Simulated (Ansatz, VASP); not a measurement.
**Two plane-wave programs on Si3N4**

```
Si N
1.0
     7.68172    0.00000    0.00000
    -3.84086    6.65257    0.00000
     0.00000    0.00000    2.93470
Si N
6 8
Direct
  0.22909 0.82315 0.75000
  0.40594 0.22909 0.25000
  0.82315 0.59406 0.25000
  0.17685 0.40594 0.75000
  0.59406 0.77091 0.75000
  0.77091 0.17685 0.25000
  0.33333 0.66667 0.75000
  0.66667 0.33333 0.25000
  0.96727 0.66936 0.75000
  0.29791 0.96727 0.25000
  0.66936 0.70209 0.25000
  0.33064 0.29791 0.75000
  0.03273 0.33064 0.25000
  0.70209 0.03273 0.75000
```

Change from the starting cell: hydrostatic strain +1.0%.

Alike in both runs: task single point; functional PBE; k mesh 6 × 6 × 8; occupations fermi-dirac, width 0.02 eV; no spin polarisation.

```csv
,VASP,Ansatz
version,VASP 6.6.1,Ansatz 0.2.0
potentials or method,"VASP PAW PBE potentials, release 64 (Si, N)","plane waves, PAW"
plane-wave cutoff (eV),520,420
valence electrons in the cell,64,64
```

```csv
,VASP,Ansatz,Ansatz less VASP
gap on the k mesh at the Fermi level (eV),4.23,4.24,+0.011
pressure (GPa),-1.9,-1.6,+0.28
"traceless stress, the component that is largest in VASP (GPa)",-0.17,-0.14,+0.027
rms of the force components (eV/Å),0.019,0.020,+0.0002
```

Atom by atom the forces differ by 0.002 eV/Å (rms over components).
